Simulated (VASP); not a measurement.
Crystal: Al5N.

```xyz
6
Lattice="0.0000 3.5667 3.5667 3.5667 0.0000 3.5667 3.5667 3.5667 0.0000" Properties=species:S:1:pos:R:3 pbc="T T T"
Al    6.2489    4.4512    4.4512
Al    6.2489    6.2489    6.2489
Al    1.7834    1.7834    1.7834
Al    4.4512    4.4512    6.2489
Al    4.4512    6.2489    4.4512
N     3.5667    3.5667    3.5667
```

The cell was generated, and may not be a known phase.

```yaml
Program: VASP 6.6.1
Task: relaxation of cell and atoms
Functional: PBE
Potentials_or_basis: VASP PAW PBE potentials, release 64 (Al, N)
Cutoff: 600 eV
k_mesh: 4 × 4 × 4
Occupations: gaussian, width 0.1 eV
Spin: no spin polarisation
```

At the start: pressure 5.8 GPa; volume 15.12 Å³/atom.

Problem. Where does the relaxation end?

Solution. Over 6 steps the energy falls by 19.1 meV/atom and the volume is 16.25 Å³/atom (+7.4 %); space group F-43m (No. 216, to 0.1 Å) before and after.

Step by step:
| step | energy change (eV) | largest force (eV/Å) | pressure (GPa) | volume (Å³) |
| --- | --- | --- | --- | --- |
| 1 | 0.0000 | 0.2630 | 5.76 | 90.75 |
| 2 | -0.1118 | 0.1559 | -0.48 | 98.08 |
| 3 | -0.1136 | 0.1167 | 0.14 | 97.19 |
| 4 | -0.1136 | 0.1227 | 0.05 | 97.32 |
| 5 | -0.1144 | 0.0427 | -0.15 | 97.57 |
| 6 | -0.1145 | 0.0069 | -0.09 | 97.50 |

Final structure:
```cif
data_structure
_symmetry_space_group_name_H-M 'P 1'
_symmetry_Int_Tables_number 1
_cell_length_a 5.1662
_cell_length_b 5.1662
_cell_length_c 5.1662
_cell_angle_alpha 60.000
_cell_angle_beta 60.000
_cell_angle_gamma 60.000
_cell_volume 97.50
loop_
_atom_site_label
_atom_site_type_symbol
_atom_site_fract_x
_atom_site_fract_y
_atom_site_fract_z
_atom_site_occupancy
Al1 Al 0.37384 0.87539 0.87539 1
Al2 Al 0.87539 0.87539 0.87539 1
Al3 Al 0.25000 0.25000 0.25000 1
Al4 Al 0.87539 0.87539 0.37384 1
Al5 Al 0.87539 0.37384 0.87539 1
N1 N 0.50000 0.50000 0.50000 1
```

Caveat: the k points lie up to 0.37 Å⁻¹ apart in the final cell, too coarse for converged energies and pressures of a metal.
